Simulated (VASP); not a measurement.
# ScNb (P-6m2) in VASP: further runs

Aim: see how the results for ScNb move with the level of theory and the settings. Levels: PBE, BLYP. Tasks: single point.

Program: VASP 6.6.1. These are calculated values, not measurements. Logs are shortened: lines on timing, memory, paths and dates and some standing lists are left out, and cuts for length are marked.

**1. The cell of the first run**

Symmetry: P-6m2, No. 187, hexagonal system. Conventional cell: a = 3.066 Å, b = 3.066 Å, c = 5.072 Å, α = 90.00°, β = 90.00°, γ = 120.00°. Sc (site symmetry -6m2) has 6 Sc at 3.07 Å and 6 Nb at 3.09 Å within 4.0 Å. Nb (site symmetry -6m2) has 6 Nb at 3.07 Å and 6 Sc at 3.09 Å within 4.0 Å.

**2. Single point, PBE**

The input, INCAR:

```
SYSTEM = ScNb
PREC = Accurate
ENCUT = 520
EDIFF = 1E-7
ISMEAR = -1
SIGMA = 0.2585199978643553
LREAL = .False.
LASPH = .True.
NELM = 80
ALGO = Fast
ISIF = 2
LWAVE = .False.
LCHARG = .False.
GGA = PE
NBANDS = 19
ISYM = 0
```

The input, KPOINTS:

```
Automatic mesh
0
Gamma
  7 2 5
  0 0 0
```

The input, POSCAR:

```
ScNb
1.0
    3.0656443612      0.0000000000      0.0000000000
   -1.5328221806      2.6549258957      0.0000000000
    0.0000000000      0.0000000000      5.0721940000
Sc Nb
1 1
Direct
    0.0000000000      0.0000000000      0.0000000000
    0.3333333333      0.6666666667      0.5000000000
```

Potentials or basis: VASP PAW PBE potentials, release 64 (Sc_sv, Nb_sv).

On the command line:

```sh
> cat potpaw_PBE.64/Sc_sv/POTCAR potpaw_PBE.64/Nb_sv/POTCAR > POTCAR
> mpirun -np 1 vasp_std > vasp.out
```

OUTCAR:

```text
SYSTEM = ScNb
   PREC = Accurate
   ENCUT = 520
   EDIFF = 1E-7
   ISMEAR = -1
   LREAL = .False.
   LASPH = .True.
   NELM = 80
   ISIF = 2
   GGA = PE
   ISYM = 0

 ion  position               nearest neighbor table
   1  0.000  0.000  0.000-   2 3.09   2 3.09   2 3.09   2 3.09   2 3.09   2 3.09
   2  0.333  0.667  0.500-   1 3.09   1 3.09   1 3.09   1 3.09   1 3.09   1 3.09

IMPORTANT INFORMATION: All symmetrisations will be switched off!
NOSYMM: (Re-)initialisation of all symmetry stuff for point group C_1.

----------------------------------------------------------------------------------------

                                     Primitive cell

  volume of cell :      41.2829

  direct lattice vectors                    reciprocal lattice vectors
     3.065644361  0.000000000  0.000000000     0.326195697  0.188329174  0.000000000
    -1.532822181  2.654925896  0.000000000     0.000000000  0.376658347  0.000000000
     0.000000000  0.000000000  5.072194000     0.000000000  0.000000000  0.197153342

  length of vectors
     3.065644361  3.065644361  5.072194000     0.376658347  0.376658347  0.197153342

  position of ions in fractional coordinates (direct lattice)
     0.000000000  0.000000000  0.000000000
     0.333333333  0.666666667  0.500000000

  ion indices of the primitive-cell ions
   primitive index   ion index
                 1           1
                 2           2

----------------------------------------------------------------------------------------

 KPOINTS: Automatic mesh

Automatic generation of k-mesh.
 Grid dimensions read from file:
 generate k-points for:    7    2    5

 Generating k-lattice:

  Cartesian coordinates                     Fractional coordinates (reciprocal lattice)
     0.046599385  0.026904168  0.000000000     0.142857143 -0.000000000  0.000000000
     0.000000000  0.188329174  0.000000000     0.000000000  0.500000000  0.000000000
     0.000000000  0.000000000  0.039430668     0.000000000  0.000000000  0.200000000

  Length of vectors
     0.053808335  0.188329174  0.039430668

  Shift w.r.t. Gamma in fractional coordinates (k-lattice)
     0.000000000  0.000000000  0.000000000

 -----------------------------------------------------------------------------
|                                                                             |
|           W    W    AA    RRRRR   N    N  II  N    N   GGGG   !!!           |
|           W    W   A  A   R    R  NN   N  II  NN   N  G    G  !!!           |
|           W    W  A    A  R    R  N N  N  II  N N  N  G       !!!           |
|           W WW W  AAAAAA  RRRRR   N  N N  II  N  N N  G  GGG   !            |
|           WW  WW  A    A  R   R   N   NN  II  N   NN  G    G                |
|           W    W  A    A  R    R  N    N  II  N    N   GGGG   !!!           |
|                                                                             |
|     Your reciprocal lattice and k-lattice belong to different lattice       |
|     classes:                                                                |
|                                                                             |
|        The reciprocal lattice is hexagonal,                                 |
|        whereas your k-lattice is simple monoclinic.                         |
|                                                                             |
|     Results are often still useful ...                                      |
|                                                                             |
 -----------------------------------------------------------------------------

 WARNING: IBZKPT: internal override: KBLOWUP is changed to .FALSE.
      ... skipping the blow-up phase ...

 Subroutine IBZKPT returns following result:
 ===========================================

 Found     36 irreducible k-points:

 Following reciprocal coordinates:
            Coordinates               Weight
  0.000000  0.000000  0.000000      1.000000
  0.142857 -0.000000  0.000000      2.000000
  0.285714 -0.000000  0.000000      2.000000
  0.428571 -0.000000  0.000000      2.000000
  0.000000  0.500000  0.000000      1.000000
  0.142857  0.500000  0.000000      2.000000
[... 16 lines left out ...]
  0.000000  0.000000  0.400000      2.000000
  0.142857 -0.000000  0.400000      2.000000
 [... further k-points ...]
   k-points           NKPTS =     36   k-points in BZ     NKDIM =     36   number of bands    NBANDS=     19
   number of dos      NEDOS =    301   number of ions     NIONS =      2
   total plane-waves  NPLWV =  23040
   dimension x,y,z NGX =    24 NGY =   24 NGZ =   40
   dimension x,y,z NGXF=    48 NGYF=   48 NGZF=   80
   ions per type =               1   1
   NGX,Y,Z   is equivalent  to a cutoff of  13.01, 13.01, 13.11 a.u.
   NGXF,Y,Z  is equivalent  to a cutoff of  26.03, 26.03, 26.22 a.u.
 SYSTEM =  ScNb
   PREC   = accura    normal or accurate (medium, high low for compatibility)
   ISTART =      0    job   : 0-new  1-cont  2-samecut
   ICHARG =      2    charge: 1-file 2-atom 10-const
   ISPIN  =      1    spin polarized calculation?
   LNONCOLLINEAR =      F non collinear calculations
   LSORBIT =      F    spin-orbit coupling
   LASPH  =      T    aspherical Exc in radial PAW
   ENCUT  =  520.0 eV  38.22 Ry    6.18 a.u.   5.70  5.70  9.43*2*pi/ulx,y,z
   NELM   =     80;   NELMIN=  2; NELMDL= -5     # of ELM steps
   EDIFF  = 0.1E-06   stopping-criterion for ELM
   LREAL  =      F    real-space projection
   EDIFFG = 0.1E-05   stopping-criterion for IOM
   NSW    =      0    number of steps for IOM
   IBRION =     -1    ionic relax: 0-MD 1-quasi-New 2-CG
   NFREE  =      0    steps in history (QN), initial steepest desc. (CG)
   ISIF   =      2    stress and relaxation
   ISYM   =      0    0-nonsym 1-usesym 2-fastsym
   POTIM  = 0.5000    time-step for ionic-motion
   TEBEG  =    0.0;   TEEND  =   0.0 temperature during run
   PSTRESS=    0.0 pullay stress
   NELECT =      24.0000    total number of electrons
   NUPDOWN=      -1.0000    fix difference up-down
   EMIN   =  10.00;   EMAX   =-10.00  energy-range for DOS
   EFERMI =   0.00;   METHOD = LEGACY
   ISMEAR =    -1;   SIGMA  =   0.26  broadening in eV -4-tet -1-fermi 0-gaus
   EFERMI_NEDOS =   21; number of points for ismear=-14 and -15
   IALGO  =     68    algorithm
   IMIX   =      4    mixing-type and parameters
     AMIX     =   0.40;   BMIX     =  1.00
     AMIX_MAG =   1.60;   BMIX_MAG =  1.00
  volume/ion in A,a.u.               =      20.64       139.30
  Fermi-wavevector in a.u.,A,eV,Ry     =   1.366329  2.581987 25.400097  1.866854
  Thomas-Fermi vector in A             =   2.492479
   LORBIT       =      0    0 simple, 1 ext, 2 COOP (PROOUT), +10 PAW based schemes
   GGA     = PE    functional components
   LHFCALC =     F    Hartree Fock is set to
   AEXX    =    0.0000 exact exchange contribution
   IVDW    =     0    specifies the selected vdW correction
   LEPSILON=     F    determine dielectric tensor
   LRPA    =     F    only Hartree local field effects (RPA)
 non-spin polarized calculation
 RMM-DIIS sequential band-by-band and
  energy-cutoff  :      520.00
  volume of cell :       41.28
 maximum number of plane-waves:      1128
   NGX = 11   NGY = 11   NGZ = 19

 number of electron      24.0000000 magnetization

 Free energy of the ion-electron system (eV)
  ---------------------------------------------------
  ext. energy  EPLUGINS =         0.00000000
  ---------------------------------------------------
  free energy    TOTEN  =       -16.64894257 eV

  energy without entropy =      -16.08221698  energy(sigma->0) =      -16.36557978

 E-fermi :   7.3850     XC(G=0): -11.2023

 val. band max:        7.3656824781   @ k =   0.0000   0.0000   0.2000
 cond. band min:       7.4558234156   @ k =  -0.2857   0.0000   0.4000
 fundamental gap:      0.0901409375
 Fermi energy:         7.3849970537

 k-point     1 :       0.0000    0.0000    0.0000
  band No.  band energies     occupation
      1     -47.5267      2.00000
      2     -41.6266      2.00000
      3     -23.6310      2.00000
      4     -23.2131      2.00000
      5     -23.1596      2.00000
      6     -20.2597      2.00000
[... 11 lines left out ...]
     18       9.4586      0.00066
     19      11.4599      0.00000

 k-point     2 :       0.1429   -0.0000    0.0000
  band No.  band energies     occupation
      1     -47.5096      2.00000
      2     -41.6106      2.00000
      3     -23.6051      2.00000
      4     -23.2960      2.00000
      5     -23.2444      2.00000
      6     -20.2517      2.00000
[... 11 lines left out ...]
     18       9.8443      0.00015
     19      11.6138      0.00000

 k-point     3 :       0.2857   -0.0000    0.0000
  band No.  band energies     occupation
      1     -47.4708      2.00000
      2     -41.5742      2.00000
      3     -23.5935      2.00000
      4     -23.5464      2.00000
      5     -23.3144      2.00000
      6     -20.3493      2.00000
[... 11 lines left out ...]
     18      10.8753      0.00000
     19      11.7934      0.00000

 k-point     4 :       0.4286   -0.0000    0.0000
  band No.  band energies     occupation
      1     -47.4394      2.00000
      2     -41.5449      2.00000
      3     -23.8244      2.00000
      4     -23.4989      2.00000
      5     -23.3697      2.00000
      6     -20.5339      2.00000
[... 407 lines left out ...]
     18      11.7919      0.00000
     19      12.6848      0.00000

 k-point    23 :       0.0000    0.0000    0.4000
  band No.  band energies     occupation
      1     -47.5264      2.00000
      2     -41.6278      2.00000
      3     -23.5986      2.00000
      4     -23.2126      2.00000
      5     -23.1591      2.00000
      6     -20.3100      2.00000
[... 11 lines left out ...]
     18      10.5237      0.00001
     19      11.3143      0.00000

 k-point    24 :       0.1429   -0.0000    0.4000
  band No.  band energies     occupation
      1     -47.5093      2.00000
      2     -41.6115      2.00000
      3     -23.5799      2.00000
      4     -23.2977      2.00000
      5     -23.2437      2.00000
      6     -20.2903      2.00000
[... 11 lines left out ...]
     18      10.5928      0.00001
     19      11.3226      0.00000

 [... further k-points ...]

------------------------ aborting loop because EDIFF is reached ----------------------------------------

  FORCE on cell =-STRESS in cart. coord.  units (eV):
  Direction    XX          YY          ZZ          XY          YZ          ZX
  --------------------------------------------------------------------------------------
  -------------------------------------------------------------------------------------
  Total        0.1133517     -3.4428296      1.0704072      2.9627202     -0.0000649     -0.0000504
  in kB        4.3991491   -133.6152650     41.5422083    114.9823509     -0.0025187     -0.0019557
  external PRESSURE =     -29.2246359 kB  Pullay stress =       0.0000000 kB

 VOLUME and BASIS-vectors are now :
 -----------------------------------------------------------------------------
  energy-cutoff  :      520.00
  volume of cell :       41.28
      direct lattice vectors                 reciprocal lattice vectors
     3.065644361  0.000000000  0.000000000     0.326195697  0.188329174  0.000000000
    -1.532822181  2.654925896  0.000000000     0.000000000  0.376658347  0.000000000
     0.000000000  0.000000000  5.072194000     0.000000000  0.000000000  0.197153342

 POSITION                                       TOTAL-FORCE (eV/Angst)
 -----------------------------------------------------------------------------------
      0.00000      0.00000      0.00000         0.120932      0.056461      0.000002
     -0.00000      1.76995      2.53610        -0.120932     -0.056461     -0.000002
 -----------------------------------------------------------------------------------
    total drift:                                0.000330      0.000434      0.000034

  FREE ENERGIE OF THE ION-ELECTRON SYSTEM (eV)
  ---------------------------------------------------
  free  energy   TOTEN  =       -16.6489425731 eV

  energy  without entropy=      -16.0822169808  energy(sigma->0) =      -16.36557978
```

Run time: 2.9 min. Hardware: 1 thread of AMD EPYC 7R43 (Zen 3), shared host; peak memory 0.13 GiB.

Results:

- Free energy: -16.6489 eV
- Pressure: -2.9 GPa
- Largest force: 0.133 eV/Å
- Band gap on the k mesh: zero (band 12 reaches 7.72 eV, above the bottom of band 13 at 7.18 eV)

Forces in eV/Å, atoms in the order of the input:
```
Sc   0.121  0.056  0.000
Nb  -0.121 -0.056  0.000
```

Levels at points of the mesh, in eV from the Fermi level:
| k point | band 8 | band 9 | band 10 | band 11 | band 12 | band 13 | band 14 | band 15 | band 16 | band 17 |
| --- | --- | --- | --- | --- | --- | --- | --- | --- | --- | --- |
| (0.00, 0.00, 0.00) | -27.36 | -5.85 | -3.02 | 0.32 | 0.33 | 0.64 | 0.95 | 2.05 | 2.06 | 2.07 |
| (0.00, 0.50, 0.00) | -27.51 | -3.02 | -2.23 | -1.85 | -0.31 | 0.71 | 0.82 | 1.45 | 4.19 | 4.48 |

Caveat: the k points lie up to 1.18 Å⁻¹ apart.

**3. Single point, BLYP**

The input, INCAR:

```
SYSTEM = ScNb
  PREC = Accurate
  ENCUT = 520
  EDIFF = 1E-7
  ISMEAR = 0
  SIGMA = 0.1
  LREAL = .False.
  LASPH = .True.
  NELM = 100
  ALGO = Normal
  ISIF = 2
  LWAVE = .False.
  LCHARG = .False.
  GGA = B5
  ALDAX = 1.0
  AGGAX = 1.0
  AGGAC = 1.0
  ALDAC = 0.0
  ISYM = 0
  NBANDS = 19
```

The input, KPOINTS:

```
Automatic mesh
0
Gamma
  2 1 4
  0 0 0
```

The input, POSCAR:

```
ScNb
1.0
    3.0656443612      0.0000000000      0.0000000000
   -1.5328221806      2.6549258957      0.0000000000
    0.0000000000      0.0000000000      5.0721940000
Sc Nb
1 1
Direct
    0.3060000000      0.5860000000      0.8340000000
    0.6393333333      1.2526666667      1.3340000000
```

Potentials or basis: VASP PAW PBE potentials, release 64 (Sc_sv, Nb_sv).

On the command line:

```sh
> cat potpaw_PBE.64/Sc_sv/POTCAR potpaw_PBE.64/Nb_sv/POTCAR > POTCAR
> mpirun -np 1 vasp_std > vasp.out
```

OUTCAR:

```text
SYSTEM = ScNb
   PREC = Accurate
   ENCUT = 520
   EDIFF = 1E-7
   ISMEAR = 0
   LREAL = .False.
   LASPH = .True.
   NELM = 100
   ISIF = 2
   GGA = B5
   ISYM = 0

 ion  position               nearest neighbor table
   1  0.306  0.586  0.834-   2 3.09   2 3.09   2 3.09   2 3.09   2 3.09   2 3.09
   2  0.639  0.253  0.334-   1 3.09   1 3.09   1 3.09   1 3.09   1 3.09   1 3.09

IMPORTANT INFORMATION: All symmetrisations will be switched off!
NOSYMM: (Re-)initialisation of all symmetry stuff for point group C_1.

[... 288 lines left out ...]
  Direction    XX          YY          ZZ          XY          YZ          ZX
  --------------------------------------------------------------------------------------
  -------------------------------------------------------------------------------------
  Total       -0.8434434     -0.2288197      7.7689225     -0.5320694     -0.0000130      0.0000513
  in kB      -32.7338045     -8.8804308    301.5097352    -20.6494683     -0.0005054      0.0019892
  external PRESSURE =      86.6318333 kB  Pullay stress =       0.0000000 kB

 VOLUME and BASIS-vectors are now :
 -----------------------------------------------------------------------------
  energy-cutoff  :      520.00
  volume of cell :       41.28
      direct lattice vectors                 reciprocal lattice vectors
     3.065644361  0.000000000  0.000000000     0.326195697  0.188329174  0.000000000
    -1.532822181  2.654925896  0.000000000     0.000000000  0.376658347  0.000000000
     0.000000000  0.000000000  5.072194000     0.000000000  0.000000000  0.197153342

 POSITION                                       TOTAL-FORCE (eV/Angst)
 -----------------------------------------------------------------------------------
      0.03985      1.55579      4.23021         0.508491      0.293657      0.000108
      1.57268      0.67081      1.69411        -0.508491     -0.293657     -0.000108
 -----------------------------------------------------------------------------------
    total drift:                               -0.000119     -0.000044      0.000006

  FREE ENERGIE OF THE ION-ELECTRON SYSTEM (eV)
  ---------------------------------------------------
  free  energy   TOTEN  =       -14.8837164335 eV

  energy  without entropy=      -14.8352549397  energy(sigma->0) =      -14.85948569
```

OSZICAR:

```text
N       E                     dE             d eps       ncg     rms          rms(c)
DAV:   1     0.321787409971E+03    0.32179E+03   -0.12845E+04   228   0.138E+03
DAV:   2     0.109884900333E+02   -0.31080E+03   -0.30588E+03   228   0.520E+02
DAV:   3    -0.137789822200E+02   -0.24767E+02   -0.23957E+02   420   0.139E+02
DAV:   4    -0.156102773718E+02   -0.18313E+01   -0.17457E+01   335   0.251E+01
DAV:   5    -0.157097757334E+02   -0.99498E-01   -0.98249E-01   405   0.551E+00    0.923E+00
DAV:   6    -0.149794699202E+02    0.73031E+00   -0.21673E+00   319   0.147E+01    0.405E+00
DAV:   7    -0.150144878886E+02   -0.35018E-01   -0.19470E+00   384   0.735E+00    0.276E+00
DAV:   8    -0.149022618257E+02    0.11223E+00   -0.35389E-01   340   0.490E+00    0.144E+00
DAV:   9    -0.149239597509E+02   -0.21698E-01   -0.53675E-01   336   0.331E+00    0.187E+00
DAV:  10    -0.148918191599E+02    0.32141E-01   -0.40677E-01   325   0.330E+00    0.551E-01
DAV:  11    -0.148858026980E+02    0.60165E-02   -0.11287E-02   319   0.869E-01    0.325E-01
DAV:  12    -0.148842139182E+02    0.15888E-02   -0.19471E-03   380   0.295E-01    0.171E-01
DAV:  13    -0.148837153790E+02    0.49854E-03   -0.17895E-03   360   0.258E-01    0.254E-02
DAV:  14    -0.148837144578E+02    0.92120E-06   -0.46256E-05   305   0.510E-02    0.108E-02
DAV:  15    -0.148837158077E+02   -0.13500E-05   -0.60210E-06   360   0.199E-02    0.510E-03
DAV:  16    -0.148837161690E+02   -0.36127E-06   -0.38484E-07   249   0.554E-03    0.291E-03
DAV:  17    -0.148837164210E+02   -0.25204E-06   -0.20685E-07   216   0.440E-03    0.250E-03
DAV:  18    -0.148837164335E+02   -0.12477E-07   -0.44461E-08   156   0.259E-03
   1 F= -.14883716E+02 E0= -.14859486E+02  d E =-.484615E-01
```

It took 34 s on 1 thread of AMD EPYC 7R43 (Zen 3), shared host; peak memory 0.12 GiB.

Results:

- Free energy: -14.8837 eV
- Pressure: 8.7 GPa
- Largest force: 0.587 eV/Å
- Band gap on the k mesh: zero (band 12 reaches 8.47 eV, above the bottom of band 13 at 8.33 eV)

Forces on the atoms (eV/Å):
```
Sc   0.508  0.294  0.000
Nb  -0.508 -0.294  0.000
```

Caveat: the k points lie up to 2.37 Å⁻¹ apart; the PAW data sets were made with another functional, which shifts forces and pressure a little.
